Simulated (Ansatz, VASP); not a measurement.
NaCl: VASP beside Ansatz

```
CELL_PARAMETERS angstrom
0.10240 2.82102 2.82102
2.82102 0.10240 2.82102
2.82102 2.82102 0.10240
ATOMIC_POSITIONS crystal
Na 0.00000 0.00000 0.00000
Cl 0.50000 0.50000 0.50000
```

Change from the starting cell: epitaxial_111 strain -3.0%.

Alike in both runs: task single point; functional PBE; k mesh 8 × 8 × 8; occupations fermi-dirac, width 0.02 eV; no spin polarisation.

|  | VASP | Ansatz |
| --- | --- | --- |
| version | VASP 6.6.1 | Ansatz 0.2.0 |
| potentials or method | VASP PAW PBE potentials, release 64 (Na_pv, Cl) | plane waves, PAW |
| plane-wave cutoff (eV) | 520 | 420 |
| valence electrons in the cell | 14 | 16 |

```tsv
	VASP	Ansatz	Ansatz less VASP
gap on the k mesh at the Fermi level (eV)	5.23	5.23	0.000
pressure (GPa)	2.4	2.4	+0.02
traceless stress, the component that is largest in VASP (GPa)	-0.51	-0.51	-0.002
```

VASP's potentials hold 14 valence electrons a cell and Ansatz's 16, so a difference there can come from the potentials and not from the codes.
